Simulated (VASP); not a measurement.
# HRh6 in VASP: a series of runs

The runs below take HRh6 through single point, with PBE.

Program: VASP 6.6.1. These are calculated values, not measurements. Logs are shortened: lines on timing, memory, paths and dates and some standing lists are left out, and cuts for length are marked.

### Step 1. The cell of the first run

The cell holds a slab with vacuum, 14 atoms: a = 5.416 Å, b = 5.416 Å, c = 21.674 Å, α = 90.00°, β = 90.00°, γ = 90.00°.

### Step 2. Single point, PBE

The input, INCAR:

```
ALGO     = Normal         # electronic algorithm
DIPOL    = 0.5 0.5 0.299
EDIFF    = 1E-6           # SCF threshold, eV
ENCUT    = 520            # plane-wave cutoff, eV
GGA      = PE             # functional
IDIPOL   = 3            
ISIF     = 2              # what is computed and relaxed
ISMEAR   = 0              # smearing method
LASPH    = True           # aspherical terms in the spheres
LCHARG   = True           # write CHGCAR
LDIPOL   = True         
LELF     = True           # ELF
LREAL    = False          # projectors in reciprocal space
LVACPOTAV= True         
LVHAR    = True         
LWAVE    = False          # write WAVECAR
NBANDS   = 104            # bands
NELM     = 100            # most SCF steps
PREC     = Accurate       # precision mode
SIGMA    = 0.1            # smearing width, eV
```

The input, KPOINTS:

```
k-points
0
Gamma
  5 5 1
```

The input, POSCAR:

```
HRh6
1.0
    5.4163401145      0.0000000000      0.0000000000
    0.0000000000      5.4163401145      0.0000000000
    0.0000000000      0.0000000000     21.6737367085
Rh H
12 2
Direct
    0.2500000000      0.2500000000      0.1845551625
    0.2500000000      0.7500000000      0.1845551625
    0.7500000000      0.2500000000      0.1845551625
    0.7500000000      0.7500000000      0.1845551625
    0.0000000000      0.0000000000      0.2693761947
    0.0000000000      0.5000000000      0.2693761947
    0.5000000000      0.0000000000      0.2693761947
    0.5000000000      0.5000000000      0.2693761947
    0.2500000000      0.2500000000      0.3540569313
    0.2500000000      0.7500000000      0.3540569313
    0.7500000000      0.2500000000      0.3540569313
    0.7500000000      0.7500000000      0.3540569313
    0.3909780428      0.5000000000      0.4740177869
    0.6090219572      0.5000000000      0.4740177869
```

Potentials or basis: VASP PAW PBE potentials, release 64 (Rh_pv, H).

Command:

```sh
$ cat potpaw_PBE.64/Rh_pv/POTCAR potpaw_PBE.64/H/POTCAR > POTCAR
$ mpirun -np 1 vasp_std > vasp.out
```

OUTCAR:

```text
EDIFF = 1E-6
   ENCUT = 520
   GGA = PE
   ISIF = 2
   ISMEAR = 0
   LASPH = True
   LREAL = False
   NELM = 100
   PREC = Accurate

 ion  position               nearest neighbor table
   1  0.250  0.250  0.185-   5 2.65   6 2.65   7 2.65   8 2.65   2 2.71   3 2.71   2 2.71   3 2.71

   2  0.250  0.750  0.185-   5 2.65   6 2.65   7 2.65   8 2.65   1 2.71   4 2.71   1 2.71   4 2.71

   3  0.750  0.250  0.185-   5 2.65   6 2.65   7 2.65   8 2.65   1 2.71   4 2.71   4 2.71   1 2.71
[... 15 lines left out ...]
  11  0.750  0.250  0.354-   5 2.65   6 2.65   7 2.65   8 2.65   9 2.71  12 2.71  12 2.71   9 2.71

  12  0.750  0.750  0.354-   5 2.65   6 2.65   7 2.65   8 2.65  10 2.71  11 2.71  11 2.71  10 2.71

  13  0.391  0.500  0.474-
  14  0.609  0.500  0.474-

  LATTYP: Found a simple tetragonal cell.
 ALAT       =     5.4163401145
 C/A-ratio  =     4.0015464779

  Lattice vectors:

 A1 = (   5.4163401145,   0.0000000000,   0.0000000000)
 A2 = (   0.0000000000,   5.4163401145,   0.0000000000)
 A3 = (   0.0000000000,   0.0000000000,  21.6737367085)

Analysis of symmetry for initial positions (statically):
=====================================================================
 Subroutine PRICEL returns:
 Original cell was already a primitive cell.

 Routine SETGRP: Setting up the symmetry group for a
 simple tetragonal supercell.

 Subroutine GETGRP returns: Found  4 space group operations
 (whereof  4 operations were pure point group operations)
 out of a pool of 16 trial point group operations.

The static configuration has the point symmetry C_2v.

Analysis of symmetry for dynamics (positions and initial velocities):
=====================================================================
 Subroutine PRICEL returns:
 Original cell was already a primitive cell.

 Routine SETGRP: Setting up the symmetry group for a
 simple tetragonal supercell.

 Subroutine GETGRP returns: Found  4 space group operations
 (whereof  4 operations were pure point group operations)
 out of a pool of 16 trial point group operations.

The dynamic configuration has the point symmetry C_2v.

 Subroutine INISYM returns: Found  4 space group operations
 (whereof  4 operations are pure point group operations),
 and found     1 'primitive' translations

----------------------------------------------------------------------------------------

                                     Primitive cell

  volume of cell :     635.8368

  direct lattice vectors                    reciprocal lattice vectors
     5.416340114  0.000000000  0.000000000     0.184626515  0.000000000  0.000000000
     0.000000000  5.416340114  0.000000000     0.000000000  0.184626515  0.000000000
     0.000000000  0.000000000 21.673736709     0.000000000  0.000000000  0.046138791

  length of vectors
     5.416340114  5.416340114 21.673736709     0.184626515  0.184626515  0.046138791

  position of ions in fractional coordinates (direct lattice)
     0.250000000  0.250000000  0.184555162
     0.250000000  0.750000000  0.184555162
     0.750000000  0.250000000  0.184555162
     0.750000000  0.750000000  0.184555162
     0.000000000  0.000000000  0.269376195
     0.000000000  0.500000000  0.269376195
     0.500000000  0.000000000  0.269376195
     0.500000000  0.500000000  0.269376195
     0.250000000  0.250000000  0.354056931
     0.250000000  0.750000000  0.354056931
     0.750000000  0.250000000  0.354056931
     0.750000000  0.750000000  0.354056931
     0.390978043  0.500000000  0.474017787
     0.609021957  0.500000000  0.474017787

  ion indices of the primitive-cell ions
   primitive index   ion index
                 1           1
                 2           2
                 3           3
                 4           4
                 5           5
                 6           6
                 7           7
                 8           8
                 9           9
                10          10
                11          11
                12          12
                13          13
                14          14

----------------------------------------------------------------------------------------

 KPOINTS: k-points

Automatic generation of k-mesh.
 Grid dimensions read from file:
 generate k-points for:    5    5    1

 Generating k-lattice:

  Cartesian coordinates                     Fractional coordinates (reciprocal lattice)
     0.036925303  0.000000000  0.000000000     0.200000000  0.000000000  0.000000000
     0.000000000  0.036925303  0.000000000     0.000000000  0.200000000  0.000000000
     0.000000000  0.000000000  0.046138791     0.000000000  0.000000000  1.000000000

  Length of vectors
     0.036925303  0.036925303  0.046138791

  Shift w.r.t. Gamma in fractional coordinates (k-lattice)
     0.000000000  0.000000000  0.000000000

 Subroutine IBZKPT returns following result:
 ===========================================

 Found      9 irreducible k-points:

 Following reciprocal coordinates:
            Coordinates               Weight
  0.000000  0.000000  0.000000      1.000000
  0.200000  0.000000  0.000000      2.000000
  0.000000  0.200000  0.000000      2.000000
  0.400000  0.000000  0.000000      2.000000
  0.000000  0.400000  0.000000      2.000000
  0.200000  0.200000  0.000000      4.000000
  0.400000  0.200000  0.000000      4.000000
 -0.200000  0.400000  0.000000      4.000000
  0.400000  0.400000  0.000000      4.000000
   k-points           NKPTS =      9   k-points in BZ     NKDIM =      9   number of bands    NBANDS=    104
   number of dos      NEDOS =    301   number of ions     NIONS =     14
   total plane-waves  NPLWV = 259200
   dimension x,y,z NGX =    40 NGY =   40 NGZ =  162
   dimension x,y,z NGXF=    80 NGYF=   80 NGZF=  324
   ions per type =              12   2
   NGX,Y,Z   is equivalent  to a cutoff of  12.28, 12.28, 12.43 a.u.
   NGXF,Y,Z  is equivalent  to a cutoff of  24.55, 24.55, 24.85 a.u.
 SYSTEM =  unknown system
   PREC   = accura    normal or accurate (medium, high low for compatibility)
   ISTART =      0    job   : 0-new  1-cont  2-samecut
   ICHARG =      2    charge: 1-file 2-atom 10-const
   ISPIN  =      1    spin polarized calculation?
   LNONCOLLINEAR =      F non collinear calculations
   LSORBIT =      F    spin-orbit coupling
   LASPH  =      T    aspherical Exc in radial PAW
   ENCUT  =  520.0 eV  38.22 Ry    6.18 a.u.  10.07 10.07 40.30*2*pi/ulx,y,z
   NELM   =    100;   NELMIN=  2; NELMDL= -5     # of ELM steps
   EDIFF  = 0.1E-05   stopping-criterion for ELM
   LREAL  =      F    real-space projection
   EDIFFG = 0.1E-04   stopping-criterion for IOM
   NSW    =      0    number of steps for IOM
   IBRION =     -1    ionic relax: 0-MD 1-quasi-New 2-CG
   NFREE  =      0    steps in history (QN), initial steepest desc. (CG)
   ISIF   =      2    stress and relaxation
   ISYM   =      2    0-nonsym 1-usesym 2-fastsym
   POTIM  = 0.5000    time-step for ionic-motion
   TEBEG  =    0.0;   TEEND  =   0.0 temperature during run
   PSTRESS=    0.0 pullay stress
   NELECT =     182.0000    total number of electrons
   NUPDOWN=      -1.0000    fix difference up-down
   EMIN   =  10.00;   EMAX   =-10.00  energy-range for DOS
   EFERMI =   0.00;   METHOD = LEGACY
   ISMEAR =     0;   SIGMA  =   0.10  broadening in eV -4-tet -1-fermi 0-gaus
   EFERMI_NEDOS =   21; number of points for ismear=-14 and -15
   IALGO  =     38    algorithm
   IMIX   =      4    mixing-type and parameters
     AMIX     =   0.40;   BMIX     =  1.00
     AMIX_MAG =   1.60;   BMIX_MAG =  1.00
  volume/ion in A,a.u.               =      45.42       306.49
  Fermi-wavevector in a.u.,A,eV,Ry     =   1.078906  2.038836 15.837686  1.164037
  Thomas-Fermi vector in A             =   2.214857
   LORBIT       =      0    0 simple, 1 ext, 2 COOP (PROOUT), +10 PAW based schemes
   GGA     = PE    functional components
   LHFCALC =     F    Hartree Fock is set to
   AEXX    =    0.0000 exact exchange contribution
   IVDW    =     0    specifies the selected vdW correction
   LEPSILON=     F    determine dielectric tensor
   LRPA    =     F    only Hartree local field effects (RPA)
 non-spin polarized calculation
 Gauss-broadening in eV      SIGMA  =   0.10
  energy-cutoff  :      520.00
  volume of cell :      635.84
 maximum number of plane-waves:     17146
   NGX = 21   NGY = 21   NGZ = 81

 dipolmoment           0.000000      0.000000      0.127804 electrons x Angstroem

 number of electron     182.0000091 magnetization

 dipolmoment           0.000000      0.000000     -0.014204 electrons x Angstroem

 Free energy of the ion-electron system (eV)
  ---------------------------------------------------
  ext. energy  EPLUGINS =         0.00000000
  ---------------------------------------------------
  free energy    TOTEN  =       -84.01036043 eV

  energy without entropy =      -83.91054495  energy(sigma->0) =      -83.96045269

 E-fermi :  -0.4370     XC(G=0):  -4.7827

 val. band max:       -0.4409408903   @ k =   0.4000   0.0000   0.0000
 cond. band min:      -0.4349165000   @ k =   0.4000   0.0000   0.0000
 fundamental gap:      0.0060243902
 Fermi energy:        -0.4369667091

 k-point     1 :       0.0000    0.0000    0.0000
  band No.  band energies     occupation
      1     -47.4689      2.00000
      2     -47.4680      2.00000
      3     -47.4142      2.00000
      4     -47.4109      2.00000
      5     -47.3024      2.00000
      6     -47.2771      2.00000
[... 943 lines left out ...]
    102       0.5419      0.00000
    103       1.2147      0.00000
 [bands above 103 left out]

------------------------ aborting loop because EDIFF is reached ----------------------------------------

  FORCE on cell =-STRESS in cart. coord.  units (eV):
  Direction    XX          YY          ZZ          XY          YZ          ZX
  --------------------------------------------------------------------------------------
  -------------------------------------------------------------------------------------
  Total      -12.1124649     -7.5276299     -0.9349265      0.0000000      0.0000000      0.0000000
  in kB      -30.5209092    -18.9680721     -2.3558216      0.0000000      0.0000000      0.0000000
  external PRESSURE =     -17.2816010 kB  Pullay stress =       0.0000000 kB

 VOLUME and BASIS-vectors are now :
 -----------------------------------------------------------------------------
  energy-cutoff  :      520.00
  volume of cell :      635.84
      direct lattice vectors                 reciprocal lattice vectors
     5.416340114  0.000000000  0.000000000     0.184626515  0.000000000  0.000000000
     0.000000000  5.416340114  0.000000000     0.000000000  0.184626515  0.000000000
     0.000000000  0.000000000 21.673736709     0.000000000  0.000000000  0.046138791

 POSITION                                       TOTAL-FORCE (eV/Angst)
 -----------------------------------------------------------------------------------
      1.35409      1.35409      4.00000        -0.016379     -0.004498      0.044157
      1.35409      4.06226      4.00000        -0.016379      0.004498      0.044157
      4.06226      1.35409      4.00000         0.016379     -0.004498      0.044157
      4.06226      4.06226      4.00000         0.016379      0.004498      0.044157
      0.00000      0.00000      5.83839         0.000000      0.000000     -0.000754
      0.00000      2.70817      5.83839         0.000000      0.000000     -0.105254
      2.70817      0.00000      5.83839         0.000000      0.000000     -0.074185
      2.70817      2.70817      5.83839         0.000000      0.000000     -0.042219
      1.35409      1.35409      7.67374        -0.019920      0.007351      0.066924
      1.35409      4.06226      7.67374        -0.019920     -0.007351      0.066924
      4.06226      1.35409      7.67374         0.019920      0.007351      0.066924
      4.06226      4.06226      7.67374         0.019920     -0.007351      0.066924
      2.11767      2.70817     10.27374         4.122740      0.000000     -0.110955
      3.29867      2.70817     10.27374        -4.122740      0.000000     -0.110955
 -----------------------------------------------------------------------------------
    total drift:                                0.000000      0.000000      0.001780

  FREE ENERGIE OF THE ION-ELECTRON SYSTEM (eV)
  ---------------------------------------------------
  free  energy   TOTEN  =       -84.0103604299 eV

  energy  without entropy=      -83.9105449487  energy(sigma->0) =      -83.96045269

 vacuum level on the upper side and lower side of the slab         4.378         4.466
```

Wall time 25 min (1 thread of Intel Xeon Platinum 8488C (Sapphire Rapids), shared host); peak memory 0.78 GiB.

Results:

* Free energy: -84.0104 eV
* Largest force: 4.124 eV/Å
* Band gap on the k mesh: zero (bands 91 and 92 overlap by 0.70 eV)

Forces in eV/Å, atoms in the order of the input:
```
Rh  -0.016 -0.004  0.044
Rh  -0.016  0.004  0.044
Rh   0.016 -0.004  0.044
Rh   0.016  0.004  0.044
Rh   0.000  0.000 -0.001
Rh   0.000  0.000 -0.105
Rh   0.000  0.000 -0.074
Rh   0.000  0.000 -0.042
Rh  -0.020  0.007  0.067
Rh  -0.020 -0.007  0.067
Rh   0.020  0.007  0.067
Rh   0.020 -0.007  0.067
H    4.123  0.000 -0.111
H   -4.123  0.000 -0.111
```

### Step 3. Single point, PBE

The input, INCAR:

```
PREC = Accurate
ENCUT = 520
EDIFF = 1E-6
ISMEAR = 0
SIGMA = 0.1
LREAL = F
LASPH = T
NELM = 100
ALGO = Normal
ISIF = 2
LWAVE = F
LCHARG = F
LDIPOL = T
IDIPOL = 3
DIPOL = 0.5 0.5 0.291
GGA = PE
NBANDS = 104
```

The input, KPOINTS:

```
Automatic mesh
0
Gamma
  5 5 1
```

POSCAR, as its differences from that of step 2:

```diff
@@ -20,3 +20,3 @@
     0.7500000000      0.7500000000      0.3540569313
-    0.3909780428      0.5000000000      0.4740177869
-    0.6090219572      0.5000000000      0.4740177869
+    0.2553698675      0.5000000000      0.4191126261
+    0.7446301325      0.5000000000      0.4191126261
```

Potentials or basis: VASP PAW PBE potentials, release 64 (Rh_pv, H).

Command:

```sh
$ cat potpaw_PBE.64/Rh_pv/POTCAR potpaw_PBE.64/H/POTCAR > POTCAR
$ mpirun -np 1 vasp_std > vasp.out
```

OUTCAR:

```text
PREC = Accurate
   ENCUT = 520
   EDIFF = 1E-6
   ISMEAR = 0
   LREAL = F
   LASPH = T
   NELM = 100
   ISIF = 2
   GGA = PE

 ion  position               nearest neighbor table
   1  0.250  0.250  0.185-   5 2.65   6 2.65   7 2.65   8 2.65   2 2.71   3 2.71   2 2.71   3 2.71

   2  0.250  0.750  0.185-   5 2.65   6 2.65   7 2.65   8 2.65   1 2.71   4 2.71   1 2.71   4 2.71

   3  0.750  0.250  0.185-   5 2.65   6 2.65   7 2.65   8 2.65   1 2.71   4 2.71   4 2.71   1 2.71
[... 4 lines left out ...]
                             6 2.71   7 2.71   6 2.71   7 2.71
   6  0.000  0.500  0.269-   9 2.65  10 2.65  11 2.65  12 2.65   1 2.65   2 2.65   3 2.65   4 2.65
[... 1191 lines left out ...]
     5.416340114  0.000000000  0.000000000     0.184626515  0.000000000  0.000000000
     0.000000000  5.416340114  0.000000000     0.000000000  0.184626515  0.000000000
     0.000000000  0.000000000 21.673736709     0.000000000  0.000000000  0.046138791

 POSITION                                       TOTAL-FORCE (eV/Angst)
 -----------------------------------------------------------------------------------
      1.35409      1.35409      4.00000         0.000428      0.064290     -0.067457
      1.35409      4.06226      4.00000         0.000428     -0.064290     -0.067457
      4.06226      1.35409      4.00000        -0.000428      0.064290     -0.067457
      4.06226      4.06226      4.00000        -0.000428     -0.064290     -0.067457
      0.00000      0.00000      5.83839         0.000000     -0.000000      0.246879
      0.00000      2.70817      5.83839         0.000000     -0.000000     -0.234814
      2.70817      0.00000      5.83839         0.000000     -0.000000      0.234836
      2.70817      2.70817      5.83839         0.000000     -0.000000     -0.238959
      1.35409      1.35409      7.67374         0.018056      0.525317      0.771306
      1.35409      4.06226      7.67374         0.018056     -0.525317      0.771306
      4.06226      1.35409      7.67374        -0.018056      0.525317      0.771306
      4.06226      4.06226      7.67374        -0.018056     -0.525317      0.771306
      1.38317      2.70817      9.08374        -0.045061     -0.000000     -1.411669
      4.03317      2.70817      9.08374         0.045061     -0.000000     -1.411669
 -----------------------------------------------------------------------------------
    total drift:                               -0.000000      0.000000      0.001385

  FREE ENERGIE OF THE ION-ELECTRON SYSTEM (eV)
  ---------------------------------------------------
  free  energy   TOTEN  =       -85.8948619412 eV

  energy  without entropy=      -85.8053295599  energy(sigma->0) =      -85.85009575

 vacuum level on the upper side and lower side of the slab         4.742         4.221
```

OSZICAR:

```text
N       E                     dE             d eps       ncg     rms          rms(c)
DAV:   1     0.168857355910E+04    0.16886E+04   -0.11353E+05  2496   0.159E+03
DAV:   2    -0.269995974798E+02   -0.17156E+04   -0.16739E+04  2040   0.450E+02
DAV:   3    -0.892211409668E+02   -0.62222E+02   -0.56736E+02  2272   0.805E+01
[... 22 lines left out ...]
DAV:  26    -0.858948482921E+02   -0.75423E-05   -0.66087E-07  1248   0.225E-03    0.861E-04
DAV:  27    -0.858948547501E+02   -0.64579E-05   -0.15945E-07  1144   0.930E-04    0.833E-04
DAV:  28    -0.858948586733E+02   -0.39232E-05   -0.88600E-08  1128   0.594E-04    0.727E-04
DAV:  29    -0.858948615202E+02   -0.28469E-05   -0.12603E-07  1152   0.640E-04    0.229E-04
DAV:  30    -0.858948619412E+02   -0.42102E-06   -0.22325E-08  1040   0.267E-04
   1 F= -.85894862E+02 E0= -.85850096E+02  d E =-.895324E-01
```

Wall time 40 min (1 thread of Intel Xeon Platinum 8488C (Sapphire Rapids), shared host); peak memory 0.77 GiB.

Results:

```yaml
Free_energy: -85.8949 eV
Largest_force: 1.412 eV/Å
Band_gap_on_the_k_mesh: zero (bands 91 and 92 overlap by 0.72 eV)
```

Forces in eV/Å, atoms in the order of the input:
```
Rh   0.000  0.064 -0.067
Rh   0.000 -0.064 -0.067
Rh   0.000  0.064 -0.067
Rh   0.000 -0.064 -0.067
Rh   0.000  0.000  0.247
Rh   0.000  0.000 -0.235
Rh   0.000  0.000  0.235
Rh   0.000  0.000 -0.239
Rh   0.018  0.525  0.771
Rh   0.018 -0.525  0.771
Rh  -0.018  0.525  0.771
Rh  -0.018 -0.525  0.771
H   -0.045  0.000 -1.412
H    0.045  0.000 -1.412
```

(Part 1 of 2 ends here.)
